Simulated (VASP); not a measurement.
Crystal: SiGe2.

```
CELL_PARAMETERS angstrom
3.99764 0.00000 0.00000
-1.99882 3.46206 0.00000
0.00000 0.00000 9.78699
ATOMIC_POSITIONS crystal
Si 0.00000 0.00000 0.87926
Si 0.00000 0.00000 0.12074
Ge 0.66667 0.33333 0.54366
Ge 0.33333 0.66667 0.20186
Ge 0.66667 0.33333 0.79814
Ge 0.33333 0.66667 0.45634
```

```yaml
Program: VASP 6.6.1
Task: relaxation of cell and atoms
Functional: r2SCAN
Potentials_or_basis: VASP PAW PBE potentials, release 64 (Si, Ge_d)
Cutoff: 600 eV
k_mesh: 6 × 6 × 2
Occupations: fermi-dirac, width 0.02 eV
Spin: no spin polarisation
```

At the start: pressure -2.5 GPa; volume 22.58 Å³/atom.

Question: How do energy, volume and symmetry change on relaxing?

Answer: Over 22 steps the energy falls by 6.4 meV/atom and the volume is 21.82 Å³/atom (-3.4 %); space group P-3m1 (No. 164, to 0.1 Å) before and after.

Step by step:
| step | energy change (eV) | largest force (eV/Å) | pressure (GPa) | volume (Å³) |
| --- | --- | --- | --- | --- |
| 1 | 0.0000 | 0.0468 | -2.54 | 135.45 |
| 2 | -0.0272 | 0.0988 | 1.52 | 128.55 |
| 3 | -0.0379 | 0.0805 | 0.05 | 130.87 |
| 4 | -0.0379 | 0.0798 | -0.03 | 130.96 |
| 5 | -0.0384 | 0.0291 | -0.04 | 130.95 |
| 6 | -0.0385 | 0.0285 | -0.03 | 130.95 |
| 7 | -0.0386 | 0.0156 | 0.00 | 130.88 |
| 8 | -0.0386 | 0.0151 | -0.01 | 130.88 |
| 9 | -0.0386 | 0.0056 | 0.10 | 130.83 |
| 10 | -0.0386 | 0.0074 | 0.01 | 130.84 |
| 11 | -0.0386 | 0.0061 | 0.01 | 130.84 |
| 12 | -0.0386 | 0.0063 | 0.02 | 130.84 |
| 13 | -0.0386 | 0.0072 | 0.00 | 130.88 |
| 14 | -0.0386 | 0.0075 | 0.07 | 130.87 |
| 15 | -0.0386 | 0.0057 | -0.03 | 130.88 |
| 16 | -0.0386 | 0.0058 | -0.02 | 130.88 |
| 17 | -0.0386 | 0.0061 | 0.00 | 130.87 |
| 18 | -0.0386 | 0.0054 | -0.04 | 130.91 |
| 19 | -0.0386 | 0.0034 | 0.10 | 130.89 |
| 20 | -0.0386 | 0.0012 | -0.05 | 130.90 |
| 21 | -0.0386 | 0.0025 | -0.06 | 130.90 |
| 22 | -0.0386 | 0.0028 | -0.01 | 130.89 |

Final structure:
```
Si Ge
1.0
     3.95602    0.00000    0.00000
    -1.97801    3.42601    0.00000
     0.00000    0.00000    9.65763
Si Ge
2 4
Direct
  0.00000 0.00000 0.87855
  0.00000 0.00000 0.12145
  0.66667 0.33333 0.54322
  0.33333 0.66667 0.20251
  0.66667 0.33333 0.79749
  0.33333 0.66667 0.45678
```

Caveat: the PAW data sets were made with another functional, which shifts forces and pressure a little.
